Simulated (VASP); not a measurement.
# TiO2: single point with PBE

The system is TiO2.

```
Ti O
1.0
     4.57319    0.00000    0.00000
     0.00000    5.57299    0.00000
     0.00000    0.00000    4.92916
Ti O
4 8
Direct
  0.00000 0.17674 0.25000
  0.50000 0.32326 0.75000
  0.00000 0.82326 0.75000
  0.50000 0.67674 0.25000
  0.27101 0.38020 0.41903
  0.22899 0.11980 0.91903
  0.77101 0.11980 0.58097
  0.72899 0.38020 0.08097
  0.72899 0.61980 0.58097
  0.77101 0.88020 0.08097
  0.22899 0.88020 0.41903
  0.27101 0.61980 0.91903
```

| Item | Value |
| --- | --- |
| Program | VASP 6.6.1 |
| Task | single point |
| Functional | PBE |
| Potentials or basis | VASP PAW PBE potentials, release 64 (Ti_sv, O) |
| Cutoff | 520 eV |
| k mesh | 4 × 4 × 4 |
| Occupations | gaussian, width 0.1 eV |
| Spin | no spin polarisation |

```yaml
Pressure: 0.8 GPa
Largest_force: 0.045 eV/Å
Band_gap_on_the_k_mesh: 2.59 eV (least direct gap 2.64 eV)
```

Forces on the atoms (eV/Å):
```
Ti   0.000 -0.033  0.000
Ti   0.000  0.033  0.000
Ti   0.000  0.033  0.000
Ti   0.000 -0.033  0.000
O    0.020  0.040 -0.002
O   -0.020 -0.040 -0.002
O    0.020 -0.040  0.002
O   -0.020  0.040  0.002
O   -0.020 -0.040  0.002
O    0.020  0.040  0.002
O   -0.020  0.040 -0.002
O    0.020 -0.040 -0.002
```

Stress tensor (GPa, compression positive):
```
0.95 0.00 0.00
0.00 0.72 0.00
0.00 0.00 0.67
```

Levels at points of the mesh, in eV from the valence-band top:
```
           k point  band 46  band 47  band 48  band 49  band 50  band 51
(0.00, 0.00, 0.00)    -0.43    -0.01     0.00     2.64     2.65     2.77
(0.50, 0.00, 0.00)    -0.51    -0.24    -0.24     3.07     3.07     3.21
(0.00, 0.50, 0.00)    -1.19    -0.12    -0.12     2.73     2.73     3.16
(0.50, 0.50, 0.00)    -0.51    -0.34    -0.34     2.96     2.96     2.97
(0.00, 0.00, 0.50)    -0.39    -0.29    -0.29     2.59     2.59     3.01
(0.50, 0.00, 0.50)    -0.51    -0.51    -0.51     2.95     2.95     2.95
(0.00, 0.50, 0.50)    -0.42    -0.42    -0.42     2.86     2.86     2.86
(0.50, 0.50, 0.50)    -0.78    -0.78    -0.78     2.99     2.99     2.99
```

Run time: 2.1 min on 1 thread of AMD EPYC 9R45 96-Core Processor (Zen 5) (shared host), peak memory 0.27 GiB.

A k mesh can miss the band edges.
